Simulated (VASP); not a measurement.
# MgO: single point with HSE06

The system is MgO.

```
CELL_PARAMETERS angstrom
-0.02158 2.08059 2.08059
2.08059 -0.02158 2.08059
2.08059 2.08059 -0.02158
ATOMIC_POSITIONS crystal
Mg 0.00000 0.00000 0.00000
O 0.50000 0.50000 0.50000
```

This cell differs from its parent crystal: strain along [111] -1.5%.

```
Program                            : VASP 6.6.1
Task                               : single point
Functional                         : HSE06
Potentials or basis                : VASP PAW PBE potentials, release 64 (Mg, O)
Cutoff                             : 520 eV
k mesh                             : 8 × 8 × 8
Occupations                        : gaussian, width 0.01 eV
Spin                               : no spin polarisation
Dipole correction                  : no
Grid for exact exchange (PRECFOCK) : Normal
Further INCAR settings             : ALGO = Normal; EDIFF = 1e-06; NBANDS = 11
Share of exact exchange            : 0.25
Screening parameter                : 0.2079 1/Å
```

| Item | Value |
| --- | --- |
| Pressure | 2.0 GPa |
| Band gap on the k mesh | 6.58 eV |

Stress tensor (GPa, compression positive):
```
2.04 1.60 1.60
1.60 2.04 1.60
1.60 1.60 2.04
```

Levels at points of the mesh, in eV from the valence-band top:
| k point | band 1 | band 2 | band 3 | band 4 | band 5 | band 6 | band 7 | band 8 | band 9 |
| --- | --- | --- | --- | --- | --- | --- | --- | --- | --- |
| (0.00, 0.00, 0.00) | -19.01 | -0.11 | -0.11 | 0.00 | 6.58 | 17.65 | 17.65 | 18.13 | 21.79 |
| (0.50, 0.00, 0.00) | -17.62 | -5.12 | -0.83 | -0.75 | 9.77 | 14.98 | 18.44 | 18.66 | 23.34 |
| (0.50, 0.50, 0.00) | -17.33 | -4.55 | -1.64 | -1.51 | 10.80 | 12.03 | 15.52 | 21.52 | 21.75 |
| (0.50, 0.50, 0.50) | -17.57 | -5.05 | -0.88 | -0.88 | 9.63 | 15.22 | 18.24 | 18.24 | 23.16 |

Run time: 92 min on 1 thread of Oxide Virtual Turin-like Processor (shared host), peak memory 0.24 GiB.

Caveat: the cell differs from its parent crystal (strain along [111] -1.5%); the PAW data sets were made with another functional, which shifts forces and pressure a little.
